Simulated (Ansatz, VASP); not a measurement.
## Two plane-wave programs on Cu

```xyz
1
Lattice="0.0000 1.9691 1.9691 1.9691 0.0000 1.9691 1.9691 1.9691 0.0000" Properties=species:S:1:pos:R:3 pbc="T T T"
Cu    0.0000    0.0000    0.0000
```

Alike in both runs: task single point; functional PBEsol; k mesh 18 × 18 × 18; occupations gaussian, width 0.1 eV; no spin polarisation.

```csv
,VASP,Ansatz
version,VASP 6.6.1,Ansatz 0.2.0
potentials or method,"VASP PAW PBE potentials, release 64 (Cu), cutoff 520 eV","scalar-relativistic, plane waves, PAW"
valence electrons in the cell,11,19
```

```tsv
	VASP	Ansatz	Ansatz less VASP
gap on the k mesh at the Fermi level (eV)	none	none	-
pressure (GPa)	-23.1	-23.7	-0.52
```

VASP's potentials were made for PBE, not for PBEsol. A gap of «none» marks a metal or a gap that the smearing closes. With one functional, cell and mesh, what is left measures potentials, basis and numerics. VASP's potentials hold 11 valence electrons a cell and Ansatz's 19, so a difference there can come from the potentials and not from the codes.
